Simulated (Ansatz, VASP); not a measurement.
## One calculation of C, two programs

```
C
1.0
     0.00000    1.78037    1.78037
     1.78037    0.00000    1.78037
     1.78037    1.78037    0.00000
C
2
Cartesian
  0.0000 0.0000 0.0000
  0.8902 0.8902 0.8902
```

Alike in both runs: task electric field gradients; functional PBEsol; k mesh 14 × 14 × 14; occupations fermi-dirac, width 0.03 eV; no spin polarisation.

|  | VASP | Ansatz |
| --- | --- | --- |
| version | VASP 6.6.1 | Ansatz 0.2.0 |
| potentials or method | VASP PAW PBE potentials, release 64 (C) | PAW with Ansatz's default frozen-core files, scalar-relativistic |
| plane-wave cutoff (eV) | 520 | 420 |
| valence electrons in the cell | 8 | 8 |

Ansatz gave:

* gap on the k mesh at the Fermi level (eV): 4.02
* pressure (GPa): -2.6

Question: Which values does VASP return?

Answer: gap on the k mesh at the Fermi level (eV): 4.02; pressure (GPa): -1.5.

VASP's potentials were made for PBE, not for PBEsol.
